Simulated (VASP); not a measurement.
# Zn3CrInS6 (a cell with a defect) in VASP: single point with PBE

Aim: the single point of Zn3CrInS6 (a cell with a defect) with PBE.

Program: VASP 6.6.1. These are calculated values, not measurements. Logs are shortened: lines on timing, memory, paths and dates and some standing lists are left out, and cuts for length are marked.

**1. The cell of the first run**

The cell holds a defect, 11 atoms: a = 3.870 Å, b = 3.870 Å, c = 18.900 Å, α = 90.00°, β = 90.00°, γ = 120.00°.

**2. Single point, PBE, collinear spin, ferromagnetic start**

Input file INCAR:

```
ALGO = Normal ; EDIFF = 1E-6
ENCUT = 520 ; GGA = PE
ISIF = 2 ; ISMEAR = 0
ISPIN = 2 ; LASPH = True
LCHARG = True ; LELF = True
LMAXMIX = 4 ; LORBIT = 11
LREAL = False ; LVHAR = True
LWAVE = False ; MAGMOM = 0 0 0 0 0 0 3 0 0 0 0
NBANDS = 64 ; NELM = 150
PREC = Accurate ; SIGMA = 0.05
```

Input file KPOINTS:

```
k-points
0
Gamma
  4 4 1
```

Input file POSCAR:

```
Zn3CrInS6
1.0
    3.8700007300      0.0000000000      0.0000000000
   -1.9350003700      3.3515189500      0.0000000000
    0.0000000000      0.0000000000     18.9000000000
S Cr In Zn
6 1 1 3
Direct
    0.0000000000      0.0000000000      0.3426000000
    0.3333333300      0.6666666700      0.1822000000
    0.0000000000      0.0000000000      0.0000000000
    0.0000000000      0.0000000000      0.6660000000
    0.3333333300      0.6666666700      0.8362000000
    0.3333333300      0.6666666700      0.4942000000
    0.3333333300      0.6666666700      0.0510000000
    0.6666666700      0.3333333300      0.4168000000
    0.0000000000      0.0000000000      0.7964000000
    0.3333333300      0.6666666700      0.6195000000
    0.0000000000      0.0000000000      0.2195000000
```

Potentials or basis: VASP PAW PBE potentials, release 64 (S, Cr_pv, In_d, Zn).

Command:

```console
cat potpaw_PBE.64/S/POTCAR potpaw_PBE.64/Cr_pv/POTCAR potpaw_PBE.64/In_d/POTCAR potpaw_PBE.64/Zn/POTCAR > POTCAR
mpirun -np 1 vasp_std > vasp.out
```

OUTCAR:

```text
EDIFF = 1E-6
   ENCUT = 520
   GGA = PE
   ISIF = 2
   ISMEAR = 0
   ISPIN = 2
   LASPH = True
   LORBIT = 11
   LREAL = False
   NELM = 150
   PREC = Accurate

 ion  position               nearest neighbor table
   1  0.000  0.000  0.343-  11 2.33   8 2.64   8 2.64   8 2.64
   2  0.333  0.667  0.182-  11 2.34  11 2.34  11 2.34   7 2.48
   3  0.000  0.000  0.000-   7 2.43   7 2.43   7 2.43
   4  0.000  0.000  0.666-  10 2.40  10 2.40  10 2.40   9 2.46
   5  0.333  0.667  0.836-   9 2.36   9 2.36   9 2.36
   6  0.333  0.667  0.494-  10 2.37   8 2.67   8 2.67   8 2.67
   7  0.333  0.667  0.051-   3 2.43   3 2.43   3 2.43   2 2.48
   8  0.667  0.333  0.417-   1 2.64   1 2.64   1 2.64   6 2.67   6 2.67   6 2.67
   9  0.000  0.000  0.796-   5 2.36   5 2.36   5 2.36   4 2.46
  10  0.333  0.667  0.620-   6 2.37   4 2.40   4 2.40   4 2.40
  11  0.000  0.000  0.219-   1 2.33   2 2.34   2 2.34   2 2.34

  LATTYP: Found a hexagonal cell.
 ALAT       =     3.8700007300
 C/A-ratio  =     4.8837200090

  Lattice vectors:

 A1 = (   3.8700007300,   0.0000000000,   0.0000000000)
 A2 = (  -1.9350003700,   3.3515189500,   0.0000000000)
 A3 = (   0.0000000000,   0.0000000000,  18.9000000000)

Analysis of symmetry for initial positions (statically):
=====================================================================
 Subroutine PRICEL returns:
 Original cell was already a primitive cell.

 Routine SETGRP: Setting up the symmetry group for a
 hexagonal supercell.

 Subroutine GETGRP returns: Found  6 space group operations
 (whereof  6 operations were pure point group operations)
 out of a pool of 24 trial point group operations.

The static configuration has the point symmetry C_3v.

Analysis of symmetry for dynamics (positions and initial velocities):
=====================================================================
 Subroutine PRICEL returns:
 Original cell was already a primitive cell.

 Routine SETGRP: Setting up the symmetry group for a
 hexagonal supercell.

 Subroutine GETGRP returns: Found  6 space group operations
 (whereof  6 operations were pure point group operations)
 out of a pool of 24 trial point group operations.

The dynamic configuration has the point symmetry C_3v.

Analysis of structural, dynamic, and magnetic symmetry:
[... 156 lines left out ...]

 E-fermi :   2.7296     XC(G=0):  -9.2553

 val. band max:        2.6640216656   @ k =   0.5000   0.0000   0.0000
 cond. band min:       2.7425761070   @ k =   0.2500   0.0000   0.0000
 fundamental gap:      0.0785544415
 Fermi energy:         2.7295846327

 spin component 1

 k-point     1 :       0.0000    0.0000    0.0000
  band No.  band energies     occupation
      1     -41.7480      1.00000
      2     -41.7480      1.00000
      3     -41.6678      1.00000
      4     -11.4193      1.00000
      5     -11.4193      1.00000
      6     -11.3778      1.00000
[... 241 lines left out ...]
     59       8.2563      0.00000
     60       8.4703      0.00000
 Fermi energy:         2.7295846327

 spin component 2

 k-point     1 :       0.0000    0.0000    0.0000
  band No.  band energies     occupation
      1     -38.4197      1.00000
      2     -38.4197      1.00000
      3     -38.2608      1.00000
      4     -11.4191      1.00000
      5     -11.4191      1.00000
      6     -11.3776      1.00000
[... 241 lines left out ...]
     59       8.5375      0.00000
     60       8.8606      0.00000
 [bands above 60 left out]

------------------------ aborting loop because EDIFF is reached ----------------------------------------

  FORCE on cell =-STRESS in cart. coord.  units (eV):
  Direction    XX          YY          ZZ          XY          YZ          ZX
  --------------------------------------------------------------------------------------
  -------------------------------------------------------------------------------------
  Total       -4.2404425     -4.2404426     -3.8373245      0.0000000      0.0000000      0.0000000
  in kB      -27.7145120    -27.7145120    -25.0798293      0.0000000      0.0000000      0.0000000
  external PRESSURE =     -26.8362844 kB  Pullay stress =       0.0000000 kB

 VOLUME and BASIS-vectors are now :
 -----------------------------------------------------------------------------
  energy-cutoff  :      520.00
  volume of cell :      245.14
      direct lattice vectors                 reciprocal lattice vectors
     3.870000730  0.000000000  0.000000000     0.258397884  0.149186088  0.000000000
    -1.935000370  3.351518950  0.000000000     0.000000000  0.298372175  0.000000000
     0.000000000  0.000000000 18.900000000     0.000000000  0.000000000  0.052910053

 POSITION                                       TOTAL-FORCE (eV/Angst)
 -----------------------------------------------------------------------------------
      0.00000      0.00000      6.47514        -0.000000     -0.000000      0.023973
     -0.00000      2.23435      3.44358        -0.000000      0.000000     -0.956057
      0.00000      0.00000      0.00000         0.000000     -0.000000      1.127553
      0.00000      0.00000     12.58740        -0.000000     -0.000000     -0.356427
     -0.00000      2.23435     15.80418         0.000000      0.000000     -0.108585
     -0.00000      2.23435      9.34038         0.000000     -0.000000     -0.393368
     -0.00000      2.23435      0.96390         0.000000     -0.000000     -0.572362
      1.93500      1.11717      7.87752        -0.000000      0.000000      0.577384
      0.00000      0.00000     15.05196        -0.000000     -0.000000     -0.123220
     -0.00000      2.23435     11.70855         0.000000     -0.000000      0.499481
      0.00000      0.00000      4.14855        -0.000000     -0.000000      0.281629
 -----------------------------------------------------------------------------------
    total drift:                                0.000042     -0.000023     -0.001621

  FREE ENERGIE OF THE ION-ELECTRON SYSTEM (eV)
  ---------------------------------------------------
  free  energy   TOTEN  =       -46.3090727895 eV

  energy  without entropy=      -46.3033840628  energy(sigma->0) =      -46.30622843

 total charge

# of ion       s       p       d       tot
------------------------------------------
    1        1.334   2.405   0.000   3.739
    2        1.315   2.428   0.000   3.743
    3        1.352   2.305   0.000   3.657
    4        1.323   2.386   0.000   3.708
    5        1.333   2.353   0.000   3.686
    6        1.336   2.382   0.000   3.718
    7        0.261   6.177   4.015  10.453
    8        0.723   0.591   9.949  11.263
    9        0.512   0.430   9.777  10.720
   10        0.502   0.419   9.789  10.710
   11        0.516   0.468   9.800  10.783
--------------------------------------------------
tot         10.506  22.344  43.330  76.180

 magnetization (x)

# of ion       s       p       d       tot
------------------------------------------
    1        0.000  -0.002   0.000  -0.002
    2       -0.000  -0.023   0.000  -0.023
    3       -0.002  -0.222   0.000  -0.224
    4       -0.001  -0.014   0.000  -0.015
    5       -0.001  -0.038   0.000  -0.039
    6       -0.000  -0.002   0.000  -0.002
    7        0.045   0.031   3.221   3.298
    8        0.001  -0.000  -0.000   0.001
    9        0.000  -0.000  -0.004  -0.004
   10        0.000  -0.000  -0.001  -0.001
   11        0.006   0.004   0.001   0.011
--------------------------------------------------
tot          0.049  -0.266   3.217   3.000
```

OSZICAR:

```text
N       E                     dE             d eps       ncg     rms          rms(c)
DAV:   1     0.936828466811E+03    0.93683E+03   -0.43610E+04  1040   0.169E+03
DAV:   2     0.101432374130E+03   -0.83540E+03   -0.79083E+03  1024   0.451E+02
[... 17 lines left out ...]
DAV:  20    -0.463088992300E+02   -0.17291E-03   -0.12971E-04  1184   0.513E-02    0.508E-02
DAV:  21    -0.463090383271E+02   -0.13910E-03   -0.11126E-04  1192   0.444E-02    0.325E-02
DAV:  22    -0.463090626220E+02   -0.24295E-04   -0.19315E-05  1240   0.230E-02    0.169E-02
DAV:  23    -0.463090688874E+02   -0.62654E-05   -0.94780E-06  1120   0.114E-02    0.982E-03
DAV:  24    -0.463090726847E+02   -0.37973E-05   -0.35420E-06  1080   0.954E-03    0.476E-03
DAV:  25    -0.463090727895E+02   -0.10478E-06   -0.85915E-07   688   0.548E-03
   1 F= -.46309073E+02 E0= -.46306228E+02  d E =-.568873E-02  mag=     3.2511
```

Run time: 7.4 min. Hardware: 1 thread of Oxide Virtual Turin-like, shared host; peak memory 0.47 GiB.

What came out:

```yaml
Free_energy: -46.3091 eV
Pressure: -2.7 GPa
Largest_force: 1.128 eV/Å
Net_moment: 3.25 μB per cell
Site_moments: S -0.00, -0.02, -0.22, -0.01, -0.04; Cr +3.30; In +0.00; Zn -0.00, +0.01 μB
Valence_electrons_inside_the_program's_atomic_spheres: S 3.74, 3.66, 3.71, 3.69, 3.72; Cr 10.45; In 11.26; Zn 10.72, 10.71, 10.78
```

Forces in eV/Å, atoms in the order of the input:
```
S    0.000  0.000  0.024
S    0.000  0.000 -0.956
S    0.000  0.000  1.128
S    0.000  0.000 -0.356
S    0.000  0.000 -0.109
S    0.000  0.000 -0.393
Cr   0.000  0.000 -0.572
In   0.000  0.000  0.577
Zn   0.000  0.000 -0.123
Zn   0.000  0.000  0.499
Zn   0.000  0.000  0.282
```

Stress tensor (GPa, compression positive):
```
-2.77  0.00  0.00
 0.00 -2.77  0.00
 0.00  0.00 -2.51
```

Levels at points of the mesh, in eV from the Fermi level:
Spin up:
```csv
k point,band 48,band 49,band 50,band 51,band 52,band 53
"(0.00, 0.00, 0.00)",0.27,0.27,0.69,1.30,1.30,1.45
"(0.50, 0.00, 0.00)",-0.85,-0.57,-0.48,-0.07,0.24,1.80
```
Spin down:
```csv
k point,band 43,band 44,band 45,band 46,band 47,band 48,band 49,band 50,band 51,band 52
"(0.00, 0.00, 0.00)",-0.24,-0.19,-0.19,0.25,0.25,1.47,1.75,1.75,2.21,2.84
"(0.50, 0.00, 0.00)",-1.40,-1.34,-0.87,-0.57,-0.48,1.16,1.75,1.85,1.95,2.08
```

Caveat: the k points lie up to 0.47 Å⁻¹ apart; spin-orbit coupling is left out, which moves the levels of the heavy elements; only a ferromagnetic start was run, and an antiferromagnetic order may lie lower in energy. With open d or f shells a metallic result of PBE can be an artefact of self-interaction; +U or a hybrid may open a gap.
